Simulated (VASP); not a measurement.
# CdSe (F-43m) in VASP: single point with PBE0

Aim: the single point of CdSe with PBE0.

Program: VASP 6.6.1. These are calculated values, not measurements. Logs are shortened: lines on timing, memory, paths and dates and some standing lists are left out, and cuts for length are marked.

### Step 1. The cell of the first run

Symmetry: F-43m, No. 216, cubic system. The conventional cell has a = 6.136 Å, b = 6.136 Å, c = 6.136 Å, α = 90.00°, β = 90.00°, γ = 90.00°. Within 3.5 Å of Cd (site symmetry -43m) lie 4 Se at 2.66 Å. Se (site symmetry -43m) has 4 Cd at 2.66 Å within 3.5 Å.

### Step 2. Single point, PBE0

The input, POSCAR:

```
CdSe
1.0
    0.0000000000      3.0678017003      3.0678017003
    3.0678017003      0.0000000000      3.0678017003
    3.0678017003      3.0678017003      0.0000000000
Cd Se
1 1
Direct
    0.0000000000      0.0000000000      0.0000000000
    0.7500000000      0.7500000000      0.7500000000
```

The input, INCAR.step1:

```
SYSTEM = CdSe
PREC = Accurate
ENCUT = 520
EDIFF = 1E-5
ISMEAR = 0
SIGMA = 0.01
LREAL = .FALSE.
LASPH = .TRUE.
NELM = 80
ALGO = Normal
ISIF = 2
LWAVE = .TRUE.
GGA = PE
NBANDS = 16
```

The input, INCAR.step2:

```
SYSTEM = CdSe
PREC = Accurate
ENCUT = 520
EDIFF = 1E-6
ISMEAR = 0
SIGMA = 0.01
LREAL = .FALSE.
LASPH = .TRUE.
NELM = 80
ALGO = Normal
ISIF = 2
LWAVE = .FALSE.
LCHARG = .TRUE.
GGA = PE
LHFCALC = .TRUE.
AEXX = 0.25
PRECFOCK = Normal
LELF = .TRUE.
LVHAR = .TRUE.
ISTART = 1
NBANDS = 16
```

The input, KPOINTS:

```
Automatic mesh
0
G
  6 6 6
  0 0 0
```

Potentials or basis: VASP PAW PBE potentials, release 64 (Cd, Se).

The run is started by

```bash
$ cat potpaw_PBE.64/Cd/POTCAR potpaw_PBE.64/Se/POTCAR > POTCAR
$ cp INCAR.step1 INCAR
$ mpirun -np 1 vasp_std > vasp.out
$ cp INCAR.step2 INCAR
$ mpirun -np 1 vasp_std > vasp.out
```

OUTCAR:

```text
SYSTEM = CdSe
   PREC = Accurate
   ENCUT = 520
   EDIFF = 1E-6
   ISMEAR = 0
   LREAL = .FALSE.
   LASPH = .TRUE.
   NELM = 80
   ISIF = 2
   GGA = PE
   LHFCALC = .TRUE.
   AEXX = 0.25
   PRECFOCK = Normal
   ISTART = 1

 ion  position               nearest neighbor table
   1  0.000  0.000  0.000-   2 2.66   2 2.66   2 2.66   2 2.66
   2  0.750  0.750  0.750-   1 2.66   1 2.66   1 2.66   1 2.66

  LATTYP: Found a face centered cubic cell.
 ALAT       =     6.1356034006

  Lattice vectors:

 A1 = (   0.0000000000,   3.0678017003,   3.0678017003)
 A2 = (   3.0678017003,   0.0000000000,   3.0678017003)
 A3 = (   3.0678017003,   3.0678017003,   0.0000000000)

Analysis of symmetry for initial positions (statically):
=====================================================================
 Subroutine PRICEL returns:
 Original cell was already a primitive cell.

 Routine SETGRP: Setting up the symmetry group for a
 face centered cubic supercell.

 Subroutine GETGRP returns: Found 24 space group operations
 (whereof 24 operations were pure point group operations)
 out of a pool of 48 trial point group operations.

The static configuration has the point symmetry T_d .

Analysis of symmetry for dynamics (positions and initial velocities):
=====================================================================
 Subroutine PRICEL returns:
 Original cell was already a primitive cell.

 Routine SETGRP: Setting up the symmetry group for a
 face centered cubic supercell.

 Subroutine GETGRP returns: Found 24 space group operations
 (whereof 24 operations were pure point group operations)
 out of a pool of 48 trial point group operations.

The dynamic configuration has the point symmetry T_d .

 Subroutine INISYM returns: Found 24 space group operations
 (whereof 24 operations are pure point group operations),
 and found     1 'primitive' translations

----------------------------------------------------------------------------------------

                                     Primitive cell

  volume of cell :      57.7447

  direct lattice vectors                    reciprocal lattice vectors
     0.000000000  3.067801700  3.067801700    -0.162983155  0.162983155  0.162983155
     3.067801700  0.000000000  3.067801700     0.162983155 -0.162983155  0.162983155
     3.067801700  3.067801700  0.000000000     0.162983155  0.162983155 -0.162983155

  length of vectors
     4.338526771  4.338526771  4.338526771     0.282295105  0.282295105  0.282295105

  position of ions in fractional coordinates (direct lattice)
     0.000000000  0.000000000  0.000000000
     0.750000000  0.750000000  0.750000000

  ion indices of the primitive-cell ions
   primitive index   ion index
                 1           1
                 2           2

----------------------------------------------------------------------------------------

 KPOINTS: Automatic mesh

Automatic generation of k-mesh.
 Grid dimensions read from file:
 generate k-points for:    6    6    6

 Generating k-lattice:

  Cartesian coordinates                     Fractional coordinates (reciprocal lattice)
    -0.027163859  0.027163859  0.027163859     0.166666667  0.000000000  0.000000000
     0.027163859 -0.027163859  0.027163859     0.000000000  0.166666667  0.000000000
     0.027163859  0.027163859 -0.027163859     0.000000000  0.000000000  0.166666667

  Length of vectors
     0.047049184  0.047049184  0.047049184

  Shift w.r.t. Gamma in fractional coordinates (k-lattice)
     0.000000000  0.000000000  0.000000000

 Subroutine IBZKPT returns following result:
 ===========================================

 Found     16 irreducible k-points:

 Following reciprocal coordinates:
            Coordinates               Weight
  0.000000  0.000000  0.000000      1.000000
  0.166667  0.000000  0.000000      8.000000
  0.333333  0.000000  0.000000      8.000000
  0.500000  0.000000  0.000000      4.000000
  0.166667  0.166667  0.000000      6.000000
  0.333333  0.166667  0.000000     24.000000
[... 8 lines left out ...]
 -0.333333  0.333333  0.166667     24.000000
 -0.333333  0.500000  0.166667     12.000000
   k-points           NKPTS =     16   k-points in BZ     NKDIM =    216   number of bands    NBANDS=     16
   number of dos      NEDOS =    301   number of ions     NIONS =      2
   total plane-waves  NPLWV =  32768
   dimension x,y,z NGX =    32 NGY =   32 NGZ =   32
   dimension x,y,z NGXF=    64 NGYF=   64 NGZF=   64
   ions per type =               1   1
   NGX,Y,Z   is equivalent  to a cutoff of  12.26, 12.26, 12.26 a.u.
   NGXF,Y,Z  is equivalent  to a cutoff of  24.52, 24.52, 24.52 a.u.
 SYSTEM =  CdSe
   PREC   = accura    normal or accurate (medium, high low for compatibility)
   ISTART =      1    job   : 0-new  1-cont  2-samecut
   ICHARG =      0    charge: 1-file 2-atom 10-const
   ISPIN  =      1    spin polarized calculation?
   LNONCOLLINEAR =      F non collinear calculations
   LSORBIT =      F    spin-orbit coupling
   LASPH  =      T    aspherical Exc in radial PAW
   ENCUT  =  520.0 eV  38.22 Ry    6.18 a.u.   8.07  8.07  8.07*2*pi/ulx,y,z
   NELM   =     80;   NELMIN=  2; NELMDL=  0     # of ELM steps
   EDIFF  = 0.1E-05   stopping-criterion for ELM
   LREAL  =      F    real-space projection
   EDIFFG = 0.1E-04   stopping-criterion for IOM
   NSW    =      0    number of steps for IOM
   IBRION =     -1    ionic relax: 0-MD 1-quasi-New 2-CG
   NFREE  =      0    steps in history (QN), initial steepest desc. (CG)
   ISIF   =      2    stress and relaxation
   ISYM   =      3    0-nonsym 1-usesym 2-fastsym
   POTIM  = 0.5000    time-step for ionic-motion
   TEBEG  =    0.0;   TEEND  =   0.0 temperature during run
   PSTRESS=    0.0 pullay stress
   NELECT =      18.0000    total number of electrons
   NUPDOWN=      -1.0000    fix difference up-down
   EMIN   =  10.00;   EMAX   =-10.00  energy-range for DOS
   EFERMI =   0.00;   METHOD = LEGACY
   ISMEAR =     0;   SIGMA  =   0.01  broadening in eV -4-tet -1-fermi 0-gaus
   EFERMI_NEDOS =   21; number of points for ismear=-14 and -15
   IALGO  =     38    algorithm
   IMIX   =      1    mixing-type and parameters
     AMIX     =   0.40;   BMIX     =  1.00
     AMIX_MAG =   1.60;   BMIX_MAG =  1.00
  volume/ion in A,a.u.               =      28.87       194.84
  Fermi-wavevector in a.u.,A,eV,Ry     =   1.110014  2.097622 16.764155  1.232131
  Thomas-Fermi vector in A             =   2.246560
   LORBIT       =      0    0 simple, 1 ext, 2 COOP (PROOUT), +10 PAW based schemes
   GGA     = PE    functional components
   LHFCALC =     T    Hartree Fock is set to
   PRECFOCK=normal    Normal, Fast or Accurate (Low or Medium for compatibility)
   ENCUT4O =  -1.0   cutoff for four orbital integrals eV
   NKREDX  =     1    reduce k-point grid by
   NKREDY  =     1    reduce k-point grid by
   NKREDZ  =     1    reduce k-point grid by
   AEXX    =    0.2500 exact exchange contribution
   HFSCREEN=    0.0000 screening length (either q_TF or 0.3 A-1)
   HFSCREENC=   0.0000 screening length for correlation (either q_TF or 0.3 A-1)
   ENCUTFOCK=  -1.0 apply spherical cutoff to Coloumb kernel
   IVDW    =     0    specifies the selected vdW correction
   LEPSILON=     F    determine dielectric tensor
   LRPA    =     F    only Hartree local field effects (RPA)
 non-spin polarized calculation
 Gauss-broadening in eV      SIGMA  =   0.01
  energy-cutoff  :      520.00
  volume of cell :       57.74
 maximum number of plane-waves:      1588
  NGX = 28; NGY = 28; NGZ = 28

 number of electron      18.0000008 magnetization

 Free energy of the ion-electron system (eV)
  ---------------------------------------------------
  ext. energy  EPLUGINS =         0.00000000
  ---------------------------------------------------
  free energy    TOTEN  =        -7.39607444 eV

  energy without entropy =       -7.39607444  energy(sigma->0) =       -7.39607444

 E-fermi :  -0.1003     XC(G=0):  -6.9268

 val. band max:       -0.2076629003   @ k =   0.0000   0.0000   0.0000
 cond. band min:       1.9021235152   @ k =   0.0000   0.0000   0.0000
 fundamental gap:      2.1097864155
 Fermi energy:        -0.1003422734

 k-point     1 :       0.0000    0.0000    0.0000
  band No.  band energies     occupation
      1     -13.8373      2.00000
      2      -9.3332      2.00000
      3      -9.3332      2.00000
      4      -9.3332      2.00000
      5      -8.9834      2.00000
      6      -8.9834      2.00000
[... 8 lines left out ...]
     15      12.7112      0.00000
     16      12.7112      0.00000

 k-point     2 :       0.1667    0.0000    0.0000
  band No.  band energies     occupation
      1     -13.7418      2.00000
      2      -9.3068      2.00000
      3      -9.3068      2.00000
      4      -9.2372      2.00000
      5      -8.9844      2.00000
      6      -8.9844      2.00000
[... 8 lines left out ...]
     15      11.6729      0.00000
     16      12.0608      0.00000

 k-point     3 :       0.3333    0.0000    0.0000
  band No.  band energies     occupation
      1     -13.5497      2.00000
      2      -9.2623      2.00000
      3      -9.2623      2.00000
      4      -8.9759      2.00000
      5      -8.9759      2.00000
      6      -8.9302      2.00000
[... 8 lines left out ...]
     15      12.1522      0.00000
     16      12.1522      0.00000

 k-point     4 :       0.5000    0.0000    0.0000
  band No.  band energies     occupation
      1     -13.4540      2.00000
      2      -9.2457      2.00000
      3      -9.2457      2.00000
      4      -8.9647      2.00000
      5      -8.9647      2.00000
      6      -8.6711      2.00000
[... 8 lines left out ...]
     15      13.8409      0.00000
     16      13.8409      0.00000

 k-point     5 :       0.1667    0.1667    0.0000
  band No.  band energies     occupation
      1     -13.7104      2.00000
      2      -9.2796      2.00000
      3      -9.2796      2.00000
      4      -9.2443      2.00000
      5      -8.9978      2.00000
      6      -8.9709      2.00000
[... 8 lines left out ...]
     15      12.9662      0.00000
     16      13.3657      0.00000

 k-point     6 :       0.3333    0.1667    0.0000
  band No.  band energies     occupation
      1     -13.5515      2.00000
      2      -9.2463      2.00000
      3      -9.2282      2.00000
      4      -9.0688      2.00000
      5      -8.9603      2.00000
      6      -8.9414      2.00000
[... 8 lines left out ...]
     15      13.1437      0.00000
     16      13.3751      0.00000
[... 115 lines left out ...]
 k-point    13 :       0.5000    0.5000    0.0000
  band No.  band energies     occupation
      1     -13.3350      2.00000
      2      -9.1349      2.00000
      3      -9.0975      2.00000
      4      -9.0974      2.00000
      5      -8.9330      2.00000
      6      -8.5890      2.00000
[... 8 lines left out ...]
     15      14.1311      0.00000
     16      15.0546      0.00000

 k-point    14 :       0.5000    0.3333    0.1667
  band No.  band energies     occupation
      1     -13.4269      2.00000
      2      -9.1994      2.00000
      3      -9.1883      2.00000
      4      -9.0415      2.00000
      5      -8.9610      2.00000
      6      -8.7132      2.00000
[... 8 lines left out ...]
     15      13.7960      0.00000
     16      14.8419      0.00000

 k-point    15 :      -0.3333    0.3333    0.1667
  band No.  band energies     occupation
      1     -13.3658      2.00000
      2      -9.1907      2.00000
      3      -9.1663      2.00000
      4      -9.0140      2.00000
      5      -8.9742      2.00000
      6      -8.5317      2.00000
[... 8 lines left out ...]
     15      13.5078      0.00000
     16      14.7513      0.00000

 k-point    16 :      -0.3333    0.5000    0.1667
  band No.  band energies     occupation
      1     -13.3359      2.00000
      2      -9.1513      2.00000
      3      -9.1472      2.00000
      4      -9.0439      2.00000
      5      -8.9596      2.00000
      6      -8.5028      2.00000
[... 8 lines left out ...]
     15      14.4431      0.00000
     16      14.6930      0.00000

------------------------ aborting loop because EDIFF is reached ----------------------------------------

  FORCE on cell =-STRESS in cart. coord.  units (eV):
  Direction    XX          YY          ZZ          XY          YZ          ZX
  --------------------------------------------------------------------------------------
  -------------------------------------------------------------------------------------
  Total        0.0799969      0.0799969      0.0799969      0.0000000      0.0000000      0.0000000
  in kB        2.2195848      2.2195848      2.2195848      0.0000000      0.0000000      0.0000000
  external PRESSURE =       2.2195848 kB  Pullay stress =       0.0000000 kB

 VOLUME and BASIS-vectors are now :
 -----------------------------------------------------------------------------
  energy-cutoff  :      520.00
  volume of cell :       57.74
      direct lattice vectors                 reciprocal lattice vectors
     0.000000000  3.067801700  3.067801700    -0.162983155  0.162983155  0.162983155
     3.067801700  0.000000000  3.067801700     0.162983155 -0.162983155  0.162983155
     3.067801700  3.067801700  0.000000000     0.162983155  0.162983155 -0.162983155

 POSITION                                       TOTAL-FORCE (eV/Angst)
 -----------------------------------------------------------------------------------
      0.00000      0.00000      0.00000         0.000000      0.000000      0.000000
      4.60170      4.60170      4.60170        -0.000000     -0.000000     -0.000000
 -----------------------------------------------------------------------------------
    total drift:                               -0.000025     -0.000025     -0.000017

  FREE ENERGIE OF THE ION-ELECTRON SYSTEM (eV)
  ---------------------------------------------------
  free  energy   TOTEN  =        -7.3960744424 eV

  energy  without entropy=       -7.3960744424  energy(sigma->0) =       -7.39607444
```

Wall time 50 min (1 thread of Intel Xeon Platinum 8488C (Sapphire Rapids), shared host); peak memory 0.22 GiB.

Results:

```yaml
Free_energy: -7.3961 eV
Pressure: 0.2 GPa
Band_gap_on_the_k_mesh: 2.11 eV
```

Caveat: the PAW data sets were made with another functional, which shifts forces and pressure a little.
